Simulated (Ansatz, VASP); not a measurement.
## One calculation of Re, two programs

```
Re
1.0
     0.00000    1.88613    1.97500
     2.06387    0.00000    1.97500
     2.06387    1.88613    0.00000
Re
1
Cartesian
  0.0000 0.0000 0.0000
```

Change from the starting cell: strain +0.0450 x Voigt [1, -1, 0, 0, 0, 0], atoms carried along.

Alike in both runs: task single point; functional r2SCAN; k mesh 20 × 20 × 20; occupations gaussian, width 0.15 eV; no spin polarisation.

|  | VASP | Ansatz |
| --- | --- | --- |
| version | VASP 6.6.1 | Ansatz 0.2.0 |
| potentials or method | VASP PAW PBE potentials, release 64 (Re), cutoff 520 eV | scalar-relativistic, plane waves, PAW |
| valence electrons in the cell | 7 | 15 |

```tsv
	VASP	Ansatz	Ansatz less VASP
gap on the k mesh at the Fermi level (eV)	none	none	-
pressure (GPa)	-14.2	-14.0	+0.26
traceless stress, the component that is largest in VASP (GPa)	-12.21	-12.39	-0.180
```

VASP's potentials were made for PBE, not for r2SCAN. A gap of «none» marks a metal or a gap that the smearing closes. The functional is the same, so the differences come from potentials, cutoffs and numerics. VASP's potentials hold 7 valence electrons a cell and Ansatz's 15, so a difference there can come from the potentials and not from the codes.

Spin-orbit coupling is off throughout.
